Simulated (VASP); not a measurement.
# MoH6 (P1) in VASP: single point with PBE

Aim: the single point of MoH6 with PBE.

All numbers are computed with VASP 6.6.1; they aren't measurements. Logs are shortened: lines on timing, memory, paths and dates and some standing lists are left out, and cuts for length are marked.

### 1 The cell of the first run

The typed cell holds 14 atoms: a = 2.843 Å, b = 2.912 Å, c = 24.697 Å, α = 92.33°, β = 89.56°, γ = 120.81°.

### 2 Single point, PBE

Input file INCAR:

```
PREC = Accurate
ENCUT = 520
EDIFF = 1E-6
ISMEAR = 0
SIGMA = 0.2
LREAL = F
LASPH = T
NELM = 100
ALGO = Normal
ISIF = 2
LWAVE = F
LCHARG = F
GGA = PE
NBANDS = 33
```

Input file KPOINTS:

```
regular mesh
0
Gamma
  12 12 1
```

Input file POSCAR:

```
MoH6
1.0
    2.8431081934     -0.0398587033      0.0104662929
   -1.4560679098      2.5207104233     -0.0609017176
    0.0922311688     -0.5101067097     24.6913015144
H Mo
12 2
Direct
    0.1036172883      0.0259079501      0.9137278735
   -0.0910355679     -0.0118223738      0.0875477135
    0.7006865622      0.4199608308      0.6421441133
    0.6211929034      0.1778220050      0.6240387744
    0.2306053704      0.6179737677      0.7783172178
    0.4717998646      0.7451261484      0.7600058772
   -0.0336327666      0.1137980205      0.4889194456
    0.0224507589     -0.0534187262      0.5070362698
    0.7740292010      0.3376786442      0.2240808835
    0.5324002320      0.2160039978      0.2424051380
    0.3157793392      0.5874737397      0.3560449441
    0.3395215260      0.8094148696      0.3744566638
    0.8082121171      0.3926355661      0.9557544368
    0.2043731717      0.6214455602      0.0455206485
```

Potentials or basis: VASP PAW PBE potentials, release 64 (H, Mo_sv).

Command:

```
cat potpaw_PBE.64/H/POTCAR potpaw_PBE.64/Mo_sv/POTCAR > POTCAR
mpirun -np 1 vasp_std > vasp.out
```

OUTCAR:

```text
PREC = Accurate
   ENCUT = 520
   EDIFF = 1E-6
   ISMEAR = 0
   LREAL = F
   LASPH = T
   NELM = 100
   ISIF = 2
   GGA = PE

 ion  position               nearest neighbor table
   1  0.104  0.026  0.914-  13 1.93  13 1.93  13 2.00
   2  0.909  0.988  0.088-  14 1.93  14 1.93  14 2.00
   3  0.701  0.420  0.642-   4 0.75
   4  0.621  0.178  0.624-   3 0.75
   5  0.231  0.618  0.778-   6 0.75
   6  0.472  0.745  0.760-   5 0.75
   7  0.966  0.114  0.489-   8 0.75
   8  0.022  0.947  0.507-   7 0.75
   9  0.774  0.338  0.224-  10 0.75
  10  0.532  0.216  0.242-   9 0.75
  11  0.316  0.587  0.356-  12 0.75
  12  0.340  0.809  0.374-  11 0.75
  13  0.808  0.393  0.956-   1 1.93   1 1.93   1 2.00  14 2.40  14 3.05  14 3.05
  14  0.204  0.621  0.046-   2 1.93   2 1.93   2 2.00  13 2.40  13 3.05  13 3.05

  LATTYP: Found a triclinic cell.
 ALAT       =     2.8427187228
 B/A-ratio  =     1.0002420631
 C/A-ratio  =     8.7898122236
 COS(alpha) =     0.0020297192
 COS(beta)  =     0.1398703505
 COS(gamma) =     0.4755773108

  Lattice vectors:

 A1 = (  -1.3870402836,  -2.4808517200,   0.0504354247)
 A2 = (  -2.8431081934,   0.0398587033,  -0.0104662929)
 A3 = (  -0.0232035426,  -4.4914554336, -24.5799643721)

Analysis of symmetry for initial positions (statically):
=====================================================================
 Subroutine PRICEL returns:
 Original cell was already a primitive cell.

 Routine SETGRP: Setting up the symmetry group for a
 triclinic supercell.

 Subroutine GETGRP returns: Found  1 space group operations
 (whereof  1 operations were pure point group operations)
 out of a pool of  2 trial point group operations.

The static configuration has the point symmetry C_1 .

Analysis of symmetry for dynamics (positions and initial velocities):
=====================================================================
 Subroutine PRICEL returns:
 Original cell was already a primitive cell.

 Routine SETGRP: Setting up the symmetry group for a
 triclinic supercell.

 Subroutine GETGRP returns: Found  1 space group operations
 (whereof  1 operations were pure point group operations)
 out of a pool of  2 trial point group operations.

The dynamic configuration has the point symmetry C_1 .

 Subroutine INISYM returns: Found  1 space group operations
 (whereof  1 operations are pure point group operations),
 and found     1 'primitive' translations

----------------------------------------------------------------------------------------

                                     Primitive cell

  volume of cell :     175.4382

  direct lattice vectors                    reciprocal lattice vectors
     2.843108193 -0.039858703  0.010466293     0.354589548  0.204896044  0.002908500
    -1.456067910  2.520710423 -0.060901718     0.005579311  0.400135622  0.008245709
     0.092231169 -0.510106710 24.691301514    -0.000136544  0.000900092  0.040519198

  length of vectors
     2.843406840  2.911670279 24.696742415     0.409541934  0.400259462  0.040529424

  position of ions in fractional coordinates (direct lattice)
     0.103617288  0.025907950  0.913727874
     0.908964432  0.988177626  0.087547714
     0.700686562  0.419960831  0.642144113
     0.621192903  0.177822005  0.624038774
     0.230605370  0.617973768  0.778317218
     0.471799865  0.745126148  0.760005877
     0.966367233  0.113798020  0.488919446
     0.022450759  0.946581274  0.507036270
     0.774029201  0.337678644  0.224080884
     0.532400232  0.216003998  0.242405138
     0.315779339  0.587473740  0.356044944
     0.339521526  0.809414870  0.374456664
     0.808212117  0.392635566  0.955754437
     0.204373172  0.621445560  0.045520649

  ion indices of the primitive-cell ions
   primitive index   ion index
                 1           1
                 2           2
                 3           3
                 4           4
                 5           5
                 6           6
                 7           7
                 8           8
                 9           9
                10          10
                11          11
                12          12
                13          13
                14          14

----------------------------------------------------------------------------------------

 KPOINTS: regular mesh

Automatic generation of k-mesh.
 Grid dimensions read from file:
 generate k-points for:   12   12    1

 Generating k-lattice:

  Cartesian coordinates                     Fractional coordinates (reciprocal lattice)
     0.029549129  0.017074670  0.000242375     0.083333333 -0.000000000  0.000000000
     0.000464943  0.033344635  0.000687142     0.000000000  0.083333333  0.000000000
    -0.000136544  0.000900092  0.040519198     0.000000000  0.000000000  1.000000000

  Length of vectors
     0.034128495  0.033354955  0.040529424

  Shift w.r.t. Gamma in fractional coordinates (k-lattice)
     0.000000000  0.000000000  0.000000000

 Subroutine IBZKPT returns following result:
 ===========================================

 Found     74 irreducible k-points:

 Following reciprocal coordinates:
            Coordinates               Weight
  0.000000  0.000000  0.000000      1.000000
  0.083333  0.000000 -0.000000      2.000000
  0.166667 -0.000000 -0.000000      2.000000
  0.250000  0.000000 -0.000000      2.000000
  0.333333  0.000000 -0.000000      2.000000
  0.416667  0.000000 -0.000000      2.000000
[... 16 lines left out ...]
  0.250000  0.166667 -0.000000      2.000000
  0.333333  0.166667 -0.000000      2.000000
 [... further k-points ...]
   k-points           NKPTS =     74   k-points in BZ     NKDIM =     74   number of bands    NBANDS=     33
   number of dos      NEDOS =    301   number of ions     NIONS =     14
   total plane-waves  NPLWV = 110592
   dimension x,y,z NGX =    24 NGY =   24 NGZ =  192
   dimension x,y,z NGXF=    48 NGYF=   48 NGZF=  384
   ions per type =              12   2
   NGX,Y,Z   is equivalent  to a cutoff of  14.03, 13.70, 12.92 a.u.
   NGXF,Y,Z  is equivalent  to a cutoff of  28.06, 27.41, 25.85 a.u.
 SYSTEM =  unknown system
   PREC   = accura    normal or accurate (medium, high low for compatibility)
   ISTART =      0    job   : 0-new  1-cont  2-samecut
   ICHARG =      2    charge: 1-file 2-atom 10-const
   ISPIN  =      1    spin polarized calculation?
   LNONCOLLINEAR =      F non collinear calculations
   LSORBIT =      F    spin-orbit coupling
   LASPH  =      T    aspherical Exc in radial PAW
   ENCUT  =  520.0 eV  38.22 Ry    6.18 a.u.   5.29  5.41 45.92*2*pi/ulx,y,z
   NELM   =    100;   NELMIN=  2; NELMDL= -5     # of ELM steps
   EDIFF  = 0.1E-05   stopping-criterion for ELM
   LREAL  =      F    real-space projection
   EDIFFG = 0.1E-04   stopping-criterion for IOM
   NSW    =      0    number of steps for IOM
   IBRION =     -1    ionic relax: 0-MD 1-quasi-New 2-CG
   NFREE  =      0    steps in history (QN), initial steepest desc. (CG)
   ISIF   =      2    stress and relaxation
   ISYM   =      2    0-nonsym 1-usesym 2-fastsym
   POTIM  = 0.5000    time-step for ionic-motion
   TEBEG  =    0.0;   TEEND  =   0.0 temperature during run
   PSTRESS=    0.0 pullay stress
   NELECT =      40.0000    total number of electrons
   NUPDOWN=      -1.0000    fix difference up-down
   EMIN   =  10.00;   EMAX   =-10.00  energy-range for DOS
   EFERMI =   0.00;   METHOD = LEGACY
   ISMEAR =     0;   SIGMA  =   0.20  broadening in eV -4-tet -1-fermi 0-gaus
   EFERMI_NEDOS =   21; number of points for ismear=-14 and -15
   IALGO  =     38    algorithm
   IMIX   =      4    mixing-type and parameters
     AMIX     =   0.40;   BMIX     =  1.00
     AMIX_MAG =   1.60;   BMIX_MAG =  1.00
  volume/ion in A,a.u.               =      12.53        84.57
  Fermi-wavevector in a.u.,A,eV,Ry     =   1.000123  1.889959 13.609174  1.000246
  Thomas-Fermi vector in A             =   2.132459
   LORBIT       =      0    0 simple, 1 ext, 2 COOP (PROOUT), +10 PAW based schemes
   GGA     = PE    functional components
   LHFCALC =     F    Hartree Fock is set to
   AEXX    =    0.0000 exact exchange contribution
   IVDW    =     0    specifies the selected vdW correction
   LEPSILON=     F    determine dielectric tensor
   LRPA    =     F    only Hartree local field effects (RPA)
 non-spin polarized calculation
 Gauss-broadening in eV      SIGMA  =   0.20
  energy-cutoff  :      520.00
  volume of cell :      175.44
 maximum number of plane-waves:      4765
 NGX is ok and might be reduce to    24
   NGX = 11   NGY = 11   NGZ = 91

 number of electron      39.9999999 magnetization

 Free energy of the ion-electron system (eV)
  ---------------------------------------------------
  ext. energy  EPLUGINS =         0.00000000
  ---------------------------------------------------
  free energy    TOTEN  =       -61.70827222 eV

  energy without entropy =      -61.68635002  energy(sigma->0) =      -61.69731112

 E-fermi :  -0.5098     XC(G=0):  -6.7340

 val. band max:       -0.5324268271   @ k =  -0.2500   0.0833   0.0000
 cond. band min:      -0.4427479800   @ k =  -0.3333   0.0833   0.0000
 fundamental gap:      0.0896788471
 Fermi energy:        -0.5098141270

 k-point     1 :       0.0000    0.0000    0.0000
  band No.  band energies     occupation
      1     -61.5641      2.00000
      2     -61.3193      2.00000
      3     -36.2539      2.00000
      4     -35.1861      2.00000
      5     -35.0858      2.00000
      6     -35.0461      2.00000
[... 24 lines left out ...]
     31       5.8986      0.00000
     32       6.9557      0.00000
[... 774 lines left out ...]
      2     -61.2063      2.00000
      3     -36.1918      2.00000
      4     -35.9656      2.00000
      5     -35.6102      2.00000
      6     -35.4566      2.00000
[... 24 lines left out ...]
     31       6.7872      0.00000
     32       7.1389      0.00000

 [... further k-points ...]

 [bands above 32 left out]

------------------------ aborting loop because EDIFF is reached ----------------------------------------

  FORCE on cell =-STRESS in cart. coord.  units (eV):
  Direction    XX          YY          ZZ          XY          YZ          ZX
  --------------------------------------------------------------------------------------
  -------------------------------------------------------------------------------------
  Total       -0.1244866     -0.1062928     -0.0419375     -0.0145266      0.0297613      0.0460528
  in kB       -1.1368656     -0.9707120     -0.3829916     -0.1326628      0.2717929      0.4205739
  external PRESSURE =      -0.8301897 kB  Pullay stress =       0.0000000 kB

 VOLUME and BASIS-vectors are now :
 -----------------------------------------------------------------------------
  energy-cutoff  :      520.00
  volume of cell :      175.44
      direct lattice vectors                 reciprocal lattice vectors
     2.843108193 -0.039858703  0.010466293     0.354589548  0.204896044  0.002908500
    -1.456067910  2.520710423 -0.060901718     0.005579311  0.400135622  0.008245709
     0.092231169 -0.510106710 24.691301514    -0.000136544  0.000900092  0.040519198

 POSITION                                       TOTAL-FORCE (eV/Angst)
 -----------------------------------------------------------------------------------
      0.34115     -0.40492     22.56064        -0.000877     -0.000710     -0.005615
      1.15351      2.41002      2.11100         0.000886      0.000762      0.005659
      1.43986      0.70311     15.83713         0.001042     -0.003579     -0.001409
      1.56475      0.10515     15.40400        -0.000432      0.003706      0.001361
     -0.17239      1.15152     19.18244        -0.001818     -0.000349      0.001700
      0.32652      1.47176     18.72509         0.001678      0.001036     -0.002270
      2.62688     -0.00107     12.07524         0.006682     -0.007336      0.006759
     -1.26769      2.12652     12.46197        -0.006392      0.007247     -0.006370
      1.72963      0.70603      5.52038        -0.008138     -0.004902      0.005980
      1.22151      0.39961      5.97772         0.008246      0.004093     -0.007120
      0.07523      1.28664      8.75874        -0.002791      0.005108      0.003825
     -0.17873      1.83575      9.20008         0.001854     -0.005023     -0.002592
      1.81428      0.46997     23.58337        -0.016045     -0.010868     -0.054681
     -0.31961      1.53512      1.08826         0.016105      0.010816      0.054775
 -----------------------------------------------------------------------------------
    total drift:                                0.000172     -0.000276      0.000325

  FREE ENERGIE OF THE ION-ELECTRON SYSTEM (eV)
  ---------------------------------------------------
  free  energy   TOTEN  =       -61.7082722184 eV

  energy  without entropy=      -61.6863500204  energy(sigma->0) =      -61.69731112
```

Wall time 6.2 min (1 thread of Intel Xeon 6975P-C (Granite Rapids), shared host); peak memory 0.53 GiB.

Results:

```yaml
Free_energy: -61.7083 eV
Pressure: -0.1 GPa
Largest_force: 0.058 eV/Å
Band_gap_on_the_k_mesh: zero (bands 20 and 21 overlap by 1.86 eV)
```

Forces in eV/Å, atoms in the order of the input:
```
H   -0.001 -0.001 -0.006
H    0.001  0.001  0.006
H    0.001 -0.004 -0.001
H    0.000  0.004  0.001
H   -0.002  0.000  0.002
H    0.002  0.001 -0.002
H    0.007 -0.007  0.007
H   -0.006  0.007 -0.006
H   -0.008 -0.005  0.006
H    0.008  0.004 -0.007
H   -0.003  0.005  0.004
H    0.002 -0.005 -0.003
Mo  -0.016 -0.011 -0.055
Mo   0.016  0.011  0.055
```

The gap in the log of VASP goes by the Fermi energy; the results here count the filled bands.